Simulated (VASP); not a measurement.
# Re: relaxation of cell and atoms with BLYP

The system is Re.

```xyz
3
Lattice="4.3647 0.0000 0.0000 -2.1823 3.7799 0.0000 0.0000 0.0000 2.6756" Properties=species:S:1:pos:R:3 pbc="T T T"
Re    0.0000    0.0000    0.0000
Re    0.0000    2.5200    1.3378
Re    2.1823    1.2600    1.3378
```

```json
{
  "Program": "VASP 6.6.1",
  "Task": "relaxation of cell and atoms",
  "Functional": "BLYP",
  "Potentials or basis": "VASP PAW PBE potentials, release 64 (Re)",
  "Cutoff": "600 eV",
  "k mesh": "8 × 8 × 12",
  "Occupations": "fermi-dirac, width 0.1 eV",
  "Spin": "no spin polarisation",
  "Dipole correction": "no",
  "Further INCAR settings": "ALGO = Normal; EDIFF = 1e-07; IBRION = 2; EDIFFG = -0.01; NSW = 80; ISIF = 3"
}
```

| Quantity | Value |
| --- | --- |
| Relaxed volume | 15.88 Å³/atom |
| Relaxed cell | a = 4.437 Å, b = 4.437 Å, c = 2.794 Å, α = 90.00°, β = 90.00°, γ = 120.00° |
| Space group after relaxing (to 0.05 Å) | P6/mmm (No. 191) |
| Energy gained by relaxing | 102.4 meV/atom |
| Ionic steps | 9 |
| Pressure after relaxing | 0.0 GPa |

The path:
| step | energy change (eV) | largest force (eV/Å) | pressure (GPa) | volume (Å³) |
| --- | --- | --- | --- | --- |
| 1 | 0.0000 | 0.0000 | 27.79 | 44.14 |
| 2 | 2.3373 | 0.0000 | -43.79 | 62.50 |
| 3 | -0.2911 | 0.0000 | -3.47 | 48.15 |
| 4 | -0.2953 | 0.0000 | -0.93 | 47.74 |
| 5 | -0.2953 | 0.0000 | -0.45 | 47.66 |
| 6 | -0.3014 | 0.0000 | 1.04 | 47.54 |
| 7 | -0.3071 | 0.0000 | 0.33 | 47.60 |
| 8 | -0.3069 | 0.0000 | -0.78 | 47.77 |
| 9 | -0.3072 | 0.0000 | 0.01 | 47.65 |

Final structure:
```yaml
crystal:
  lattice:
    - [4.43738, 0.00000, 0.00000]
    - [-2.21869, 3.84288, 0.00000]
    - [0.00000, 0.00000, 2.79408]
  atoms:
    - { symbol: Re, position: [0.00000, 0.00000, 0.00000] }
    - { symbol: Re, position: [0.33333, 0.66667, 0.50000] }
    - { symbol: Re, position: [0.66667, 0.33333, 0.50000] }
```

Levels at points of the mesh, in eV from the Fermi level:
```csv
k point,band 6,band 7,band 8,band 9,band 10,band 11,band 12,band 13,band 14
"(0.00, 0.00, 0.00)",-2.54,-2.54,-1.76,-0.76,-0.76,-0.03,-0.03,0.02,0.02
"(0.50, 0.00, 0.00)",-3.28,-2.20,-1.64,-1.43,0.24,0.25,1.20,1.85,2.71
"(0.00, 0.00, 0.50)",-3.34,-0.81,-0.81,-0.79,-0.79,2.57,2.57,3.46,3.46
"(0.50, 0.00, 0.50)",-2.37,-2.02,-1.02,-0.83,-0.35,0.71,2.01,2.95,3.12
```

Wall time 4.9 min on 1 thread of Intel(R) Xeon(R) Platinum 8559C (Emerald Rapids), with other jobs on the host, peak memory 0.21 GiB.

Caveat: the PAW data sets were made with another functional, which shifts forces and pressure a little; spin-orbit coupling is left out, which moves the levels of the heavy elements.
